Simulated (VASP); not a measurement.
# Ru (Fd-3m) in VASP: notebook

Runs on Ru. Level: PBE. Tasks: single point, relaxation of cell and atoms.

Everything below comes from runs of VASP 6.6.1. Logs are shortened: lines on timing, memory, paths and dates and some standing lists are left out, and cuts for length are marked.

## (1) The cell of the first run

It takes space group Fd-3m (No. 227, cubic). The conventional cell has a = 5.455 Å, b = 5.455 Å, c = 5.455 Å, α = 90.00°, β = 90.00°, γ = 90.00°. Ru (site symmetry -43m) has 4 Ru at 2.36 Å within 3.1 Å.

This isn't the form of Ru at room conditions, which is hcp.

## (2) Single point, PBE

Input file INCAR:

```
SYSTEM = Ru
  ALGO = Normal
  EDIFF = 1E-6
  ENCUT = 520
  GGA = PE
  ISIF = 2
  ISMEAR = -1
  LASPH = .True.
  LCHARG = .False.
  LREAL = .False.
  LWAVE = .False.
  NBANDS = 21
  NELM = 100
  PREC = Accurate
  SIGMA = 0.05
```

Input file KPOINTS:

```
k-points
0
Gamma
  13 13 13
  0 0 0
```

Input file POSCAR:

```
Ru
1.0
    0.0000000000      2.7274170404      2.7274170404
    2.7274170404      0.0000000000      2.7274170404
    2.7274170404      2.7274170404      0.0000000000
Ru
2
Direct
    0.0000000000      0.0000000000      0.0000000000
    0.2500000000      0.2500000000      0.2500000000
```

Potentials or basis: VASP PAW PBE potentials, release 64 (Ru_pv).

On the command line:

```
$ cat potpaw_PBE.64/Ru_pv/POTCAR > POTCAR
$ mpirun -np 1 vasp_std > vasp.out
```

OUTCAR:

```text
SYSTEM = Ru
   EDIFF = 1E-6
   ENCUT = 520
   GGA = PE
   ISIF = 2
   ISMEAR = -1
   LASPH = .True.
   LREAL = .False.
   NELM = 100
   PREC = Accurate

 ion  position               nearest neighbor table
   1  0.000  0.000  0.000-   2 2.36   2 2.36   2 2.36   2 2.36
   2  0.250  0.250  0.250-   1 2.36   1 2.36   1 2.36   1 2.36

  LATTYP: Found a face centered cubic cell.
 ALAT       =     5.4548340808

  Lattice vectors:

 A1 = (   0.0000000000,   2.7274170404,   2.7274170404)
 A2 = (   2.7274170404,   0.0000000000,   2.7274170404)
 A3 = (   2.7274170404,   2.7274170404,   0.0000000000)

Analysis of symmetry for initial positions (statically):
=====================================================================
 Subroutine PRICEL returns:
 Original cell was already a primitive cell.

 Routine SETGRP: Setting up the symmetry group for a
 face centered cubic supercell.

 Subroutine GETGRP returns: Found 48 space group operations
 (whereof 24 operations were pure point group operations)
 out of a pool of 48 trial point group operations.

The static configuration has the point symmetry T_d .
 The point group associated with its full space group is O_h .

Analysis of symmetry for dynamics (positions and initial velocities):
=====================================================================
 Subroutine PRICEL returns:
 Original cell was already a primitive cell.

 Routine SETGRP: Setting up the symmetry group for a
 face centered cubic supercell.

 Subroutine GETGRP returns: Found 48 space group operations
 (whereof 24 operations were pure point group operations)
 out of a pool of 48 trial point group operations.

The dynamic configuration has the point symmetry T_d .
 The point group associated with its full space group is O_h .

 Subroutine INISYM returns: Found 48 space group operations
 (whereof 24 operations are pure point group operations),
 and found     1 'primitive' translations

----------------------------------------------------------------------------------------

                                     Primitive cell

  volume of cell :      40.5774

  direct lattice vectors                    reciprocal lattice vectors
     0.000000000  2.727417040  2.727417040    -0.183323633  0.183323633  0.183323633
     2.727417040  0.000000000  2.727417040     0.183323633 -0.183323633  0.183323633
     2.727417040  2.727417040  0.000000000     0.183323633  0.183323633 -0.183323633

  length of vectors
     3.857150169  3.857150169  3.857150169     0.317525846  0.317525846  0.317525846

  position of ions in fractional coordinates (direct lattice)
     0.000000000  0.000000000  0.000000000
     0.250000000  0.250000000  0.250000000

  ion indices of the primitive-cell ions
   primitive index   ion index
                 1           1
                 2           2

----------------------------------------------------------------------------------------

 KPOINTS: k-points

Automatic generation of k-mesh.
 Grid dimensions read from file:
 generate k-points for:   13   13   13

 Generating k-lattice:

  Cartesian coordinates                     Fractional coordinates (reciprocal lattice)
    -0.014101818  0.014101818  0.014101818     0.076923077  0.000000000  0.000000000
     0.014101818 -0.014101818  0.014101818     0.000000000  0.076923077  0.000000000
     0.014101818  0.014101818 -0.014101818     0.000000000  0.000000000  0.076923077

  Length of vectors
     0.024425065  0.024425065  0.024425065

  Shift w.r.t. Gamma in fractional coordinates (k-lattice)
     0.000000000  0.000000000  0.000000000

 Subroutine IBZKPT returns following result:
 ===========================================

 Found     84 irreducible k-points:

 Following reciprocal coordinates:
            Coordinates               Weight
  0.000000  0.000000  0.000000      1.000000
  0.076923  0.000000  0.000000      8.000000
  0.153846  0.000000  0.000000      8.000000
  0.230769  0.000000  0.000000      8.000000
  0.307692  0.000000  0.000000      8.000000
  0.384615  0.000000  0.000000      8.000000
[... 16 lines left out ...]
  0.384615  0.153846  0.000000     24.000000
  0.461538  0.153846  0.000000     24.000000
 [... further k-points ...]
   k-points           NKPTS =     84   k-points in BZ     NKDIM =     84   number of bands    NBANDS=     21
   number of dos      NEDOS =    301   number of ions     NIONS =      2
   total plane-waves  NPLWV =  27000
   dimension x,y,z NGX =    30 NGY =   30 NGZ =   30
   dimension x,y,z NGXF=    60 NGYF=   60 NGZF=   60
   ions per type =               2
   NGX,Y,Z   is equivalent  to a cutoff of  12.93, 12.93, 12.93 a.u.
   NGXF,Y,Z  is equivalent  to a cutoff of  25.86, 25.86, 25.86 a.u.
 SYSTEM =  Ru
   PREC   = accura    normal or accurate (medium, high low for compatibility)
   ISTART =      0    job   : 0-new  1-cont  2-samecut
   ICHARG =      2    charge: 1-file 2-atom 10-const
   ISPIN  =      1    spin polarized calculation?
   LNONCOLLINEAR =      F non collinear calculations
   LSORBIT =      F    spin-orbit coupling
   LASPH  =      T    aspherical Exc in radial PAW
   ENCUT  =  520.0 eV  38.22 Ry    6.18 a.u.   7.17  7.17  7.17*2*pi/ulx,y,z
   NELM   =    100;   NELMIN=  2; NELMDL= -5     # of ELM steps
   EDIFF  = 0.1E-05   stopping-criterion for ELM
   LREAL  =      F    real-space projection
   EDIFFG = 0.1E-04   stopping-criterion for IOM
   NSW    =      0    number of steps for IOM
   IBRION =     -1    ionic relax: 0-MD 1-quasi-New 2-CG
   NFREE  =      0    steps in history (QN), initial steepest desc. (CG)
   ISIF   =      2    stress and relaxation
   ISYM   =      2    0-nonsym 1-usesym 2-fastsym
   POTIM  = 0.5000    time-step for ionic-motion
   TEBEG  =    0.0;   TEEND  =   0.0 temperature during run
   PSTRESS=    0.0 pullay stress
   NELECT =      28.0000    total number of electrons
   NUPDOWN=      -1.0000    fix difference up-down
   EMIN   =  10.00;   EMAX   =-10.00  energy-range for DOS
   EFERMI =   0.00;   METHOD = LEGACY
   ISMEAR =    -1;   SIGMA  =   0.05  broadening in eV -4-tet -1-fermi 0-gaus
   EFERMI_NEDOS =   21; number of points for ismear=-14 and -15
   IALGO  =     38    algorithm
   IMIX   =      4    mixing-type and parameters
     AMIX     =   0.40;   BMIX     =  1.00
     AMIX_MAG =   1.60;   BMIX_MAG =  1.00
  volume/ion in A,a.u.               =      20.29       136.92
  Fermi-wavevector in a.u.,A,eV,Ry     =   1.446658  2.733788 28.474548  2.092820
  Thomas-Fermi vector in A             =   2.564702
   LORBIT       =      0    0 simple, 1 ext, 2 COOP (PROOUT), +10 PAW based schemes
   GGA     = PE    functional components
   LHFCALC =     F    Hartree Fock is set to
   AEXX    =    0.0000 exact exchange contribution
   IVDW    =     0    specifies the selected vdW correction
   LEPSILON=     F    determine dielectric tensor
   LRPA    =     F    only Hartree local field effects (RPA)
 non-spin polarized calculation
  energy-cutoff  :      520.00
  volume of cell :       40.58
 maximum number of plane-waves:      1109
 NGX is ok and might be reduce to    30
   NGX = 15   NGY = 15   NGZ = 15

 number of electron      28.0000004 magnetization

 Free energy of the ion-electron system (eV)
  ---------------------------------------------------
  ext. energy  EPLUGINS =         0.00000000
  ---------------------------------------------------
  free energy    TOTEN  =       -16.09891410 eV

  energy without entropy =      -16.08315695  energy(sigma->0) =      -16.09103553

 E-fermi :   7.0080     XC(G=0): -11.3340

 val. band max:        6.9943968902   @ k =   0.3846   0.0000   0.0000
 cond. band min:       7.0362939897   @ k =  -0.1538   0.1538   0.0000
 fundamental gap:      0.0418970994
 Fermi energy:         7.0079667561

 k-point     1 :       0.0000    0.0000    0.0000
  band No.  band energies     occupation
      1     -36.1145      2.00000
      2     -36.1145      2.00000
      3     -36.1145      2.00000
      4     -35.2410      2.00000
      5     -35.2410      2.00000
      6     -35.2410      2.00000
[... 13 lines left out ...]
     20      19.5967      0.00000
     21      20.0677      0.00000

 k-point     2 :       0.0769    0.0000    0.0000
  band No.  band energies     occupation
      1     -36.1206      2.00000
      2     -36.1206      2.00000
      3     -36.1134      2.00000
      4     -35.2427      2.00000
      5     -35.2347      2.00000
      6     -35.2347      2.00000
[... 13 lines left out ...]
     20      18.5695      0.00000
     21      19.7577      0.00000

 k-point     3 :       0.1538    0.0000    0.0000
  band No.  band energies     occupation
      1     -36.1369      2.00000
      2     -36.1369      2.00000
      3     -36.1106      2.00000
      4     -35.2470      2.00000
      5     -35.2175      2.00000
      6     -35.2175      2.00000
[... 13 lines left out ...]
     20      17.9348      0.00000
     21      18.7587      0.00000

 k-point     4 :       0.2308    0.0000    0.0000
  band No.  band energies     occupation
      1     -36.1589      2.00000
      2     -36.1589      2.00000
      3     -36.1067      2.00000
      4     -35.2527      2.00000
      5     -35.1942      2.00000
      6     -35.1942      2.00000
[... 13 lines left out ...]
     20      17.9903      0.00000
     21      18.1269      0.00000

 k-point     5 :       0.3077    0.0000    0.0000
  band No.  band energies     occupation
      1     -36.1812      2.00000
      2     -36.1812      2.00000
      3     -36.1030      2.00000
      4     -35.2585      2.00000
      5     -35.1706      2.00000
      6     -35.1706      2.00000
[... 13 lines left out ...]
     20      17.9379      0.00000
     21      17.9480      0.00000

 k-point     6 :       0.3846    0.0000    0.0000
  band No.  band energies     occupation
      1     -36.1989      2.00000
      2     -36.1989      2.00000
      3     -36.1001      2.00000
      4     -35.2630      2.00000
      5     -35.1519      2.00000
      6     -35.1519      2.00000
[... 13 lines left out ...]
     20      17.7417      0.00000
     21      17.7417      0.00000

 k-point     7 :       0.4615    0.0000    0.0000
  band No.  band energies     occupation
      1     -36.2087      2.00000
      2     -36.2087      2.00000
      3     -36.0986      2.00000
      4     -35.2654      2.00000
      5     -35.1415      2.00000
      6     -35.1415      2.00000
[... 13 lines left out ...]
     20      17.4812      0.00000
     21      17.4812      0.00000
[... 291 lines left out ...]
      1     -36.1626      2.00000
      2     -36.1626      2.00000
      3     -36.0659      2.00000
      4     -35.2938      2.00000
      5     -35.1907      2.00000
      6     -35.1907      2.00000
[... 13 lines left out ...]
     20      17.8843      0.00000
     21      17.9349      0.00000

 k-point    21 :       0.2308    0.1538    0.0000
  band No.  band energies     occupation
      1     -36.1857      2.00000
      2     -36.1851      2.00000
      3     -36.0434      2.00000
      4     -35.3179      2.00000
      5     -35.1669      2.00000
      6     -35.1667      2.00000
[... 13 lines left out ...]
     20      17.6850      0.00000
     21      17.9332      0.00000

 k-point    22 :       0.3077    0.1538    0.0000
  band No.  band energies     occupation
      1     -36.2124      2.00000
      2     -36.2070      2.00000
      3     -36.0228      2.00000
      4     -35.3394      2.00000
      5     -35.1437      2.00000
      6     -35.1399      2.00000
[... 13 lines left out ...]
     20      17.1553      0.00000
     21      17.9315      0.00000

 k-point    23 :       0.3846    0.1538    0.0000
  band No.  band energies     occupation
      1     -36.2393      2.00000
      2     -36.2236      2.00000
      3     -36.0050      2.00000
      4     -35.3574      2.00000
      5     -35.1261      2.00000
      6     -35.1133      2.00000
[... 13 lines left out ...]
     20      16.4349      0.00000
     21      17.9257      0.00000

 k-point    24 :       0.4615    0.1538    0.0000
  band No.  band energies     occupation
      1     -36.2614      2.00000
      2     -36.2317      2.00000
      3     -35.9932      2.00000
      4     -35.3690      2.00000
      5     -35.1173      2.00000
      6     -35.0917      2.00000
[... 13 lines left out ...]
     20      15.8612      0.00000
     21      17.8547      0.00000

 [... further k-points ...]

------------------------ aborting loop because EDIFF is reached ----------------------------------------

  FORCE on cell =-STRESS in cart. coord.  units (eV):
  Direction    XX          YY          ZZ          XY          YZ          ZX
  --------------------------------------------------------------------------------------
  -------------------------------------------------------------------------------------
  Total        0.0538091      0.0538091      0.0538091     -0.0000000      0.0000000      0.0000000
  in kB        2.1246210      2.1246210      2.1246210     -0.0000000      0.0000000      0.0000000
  external PRESSURE =       2.1246210 kB  Pullay stress =       0.0000000 kB

 VOLUME and BASIS-vectors are now :
 -----------------------------------------------------------------------------
  energy-cutoff  :      520.00
  volume of cell :       40.58
      direct lattice vectors                 reciprocal lattice vectors
     0.000000000  2.727417040  2.727417040    -0.183323633  0.183323633  0.183323633
     2.727417040  0.000000000  2.727417040     0.183323633 -0.183323633  0.183323633
     2.727417040  2.727417040  0.000000000     0.183323633  0.183323633 -0.183323633

 POSITION                                       TOTAL-FORCE (eV/Angst)
 -----------------------------------------------------------------------------------
      0.00000      0.00000      0.00000        -0.000000     -0.000000     -0.000000
      1.36371      1.36371      1.36371         0.000000      0.000000      0.000000
 -----------------------------------------------------------------------------------
    total drift:                                0.000000     -0.000000      0.000000

  FREE ENERGIE OF THE ION-ELECTRON SYSTEM (eV)
  ---------------------------------------------------
  free  energy   TOTEN  =       -16.0989141044 eV

  energy  without entropy=      -16.0831569518  energy(sigma->0) =      -16.09103553
```

It took 55 s on 1 thread of Intel Xeon Platinum 8488C (Sapphire Rapids), shared host; peak memory 0.2 GiB.

What came out:

| Item | Value |
| --- | --- |
| Free energy | -16.0989 eV |
| Pressure | 0.2 GPa |
| Band gap on the k mesh | zero (bands 14 and 15 overlap by 0.92 eV) |

## (3) Single point, PBE

Input file INCAR:

```
SYSTEM = Ru
ALGO = Normal
EDIFF = 1E-6
ENCUT = 520
GGA = PE
ISIF = 2
ISMEAR = -1
LASPH = .True.
LCHARG = .True.
LELF = .True.
LREAL = .False.
LVHAR = .True.
LWAVE = .False.
NBANDS = 21
NELM = 60
PREC = Accurate
SIGMA = 0.05
```

Input file KPOINTS:

```
k-points
0
Gamma
  14 14 14
  0 0 0
```

POSCAR is that of step 2.

Potentials or basis: VASP PAW PBE potentials, release 64 (Ru_pv).

On the command line:

```
$ cat potpaw_PBE.64/Ru_pv/POTCAR > POTCAR
$ mpirun -np 1 vasp_std > vasp.out
```

OUTCAR:

```text
SYSTEM = Ru
   EDIFF = 1E-6
   ENCUT = 520
   GGA = PE
   ISIF = 2
   ISMEAR = -1
   LASPH = .True.
   LREAL = .False.
   NELM = 60
   PREC = Accurate

 ion  position               nearest neighbor table
   1  0.000  0.000  0.000-   2 2.36   2 2.36   2 2.36   2 2.36
   2  0.250  0.250  0.250-   1 2.36   1 2.36   1 2.36   1 2.36

  LATTYP: Found a face centered cubic cell.
 ALAT       =     5.4548340808

  Lattice vectors:

 A1 = (   0.0000000000,   2.7274170404,   2.7274170404)
[... 764 lines left out ...]
------------------------ aborting loop because EDIFF is reached ----------------------------------------

  FORCE on cell =-STRESS in cart. coord.  units (eV):
  Direction    XX          YY          ZZ          XY          YZ          ZX
  --------------------------------------------------------------------------------------
  -------------------------------------------------------------------------------------
  Total        0.0536899      0.0536899      0.0536899      0.0000000      0.0000000      0.0000000
  in kB        2.1199155      2.1199155      2.1199155      0.0000000      0.0000000      0.0000000
  external PRESSURE =       2.1199155 kB  Pullay stress =       0.0000000 kB

 VOLUME and BASIS-vectors are now :
 -----------------------------------------------------------------------------
  energy-cutoff  :      520.00
  volume of cell :       40.58
      direct lattice vectors                 reciprocal lattice vectors
     0.000000000  2.727417040  2.727417040    -0.183323633  0.183323633  0.183323633
     2.727417040  0.000000000  2.727417040     0.183323633 -0.183323633  0.183323633
     2.727417040  2.727417040  0.000000000     0.183323633  0.183323633 -0.183323633

 POSITION                                       TOTAL-FORCE (eV/Angst)
 -----------------------------------------------------------------------------------
      0.00000      0.00000      0.00000        -0.000000      0.000000     -0.000000
      1.36371      1.36371      1.36371         0.000000     -0.000000      0.000000
 -----------------------------------------------------------------------------------
    total drift:                                0.000000     -0.000000      0.000000

  FREE ENERGIE OF THE ION-ELECTRON SYSTEM (eV)
  ---------------------------------------------------
  free  energy   TOTEN  =       -16.0993389626 eV

  energy  without entropy=      -16.0843054080  energy(sigma->0) =      -16.09182219
```

It took 68 s on 1 thread of Intel Xeon Platinum 8488C (Sapphire Rapids), shared host; peak memory 0.21 GiB.

Results:

| Property | Result |
| --- | --- |
| Free energy | -16.0993 eV |
| Pressure | 0.2 GPa |
| Band gap on the k mesh | zero (bands 14 and 15 overlap by 0.92 eV) |

Levels at points of the mesh, in eV from the Fermi level:
```tsv
k point	band 10	band 11	band 12	band 13	band 14	band 15	band 16	band 17	band 18	band 19
(0.00, 0.00, 0.00)	-3.17	-3.17	-3.17	-0.45	-0.45	-0.45	1.85	1.85	10.93	10.93
(0.50, 0.00, 0.00)	-3.42	-3.42	-3.17	-0.36	0.23	0.23	1.40	1.40	3.06	10.42
(0.50, 0.50, 0.00)	-3.39	-1.37	-1.37	-1.24	-1.24	1.69	1.69	3.37	3.37	5.22
```

(Part 1 of 2 ends here.)
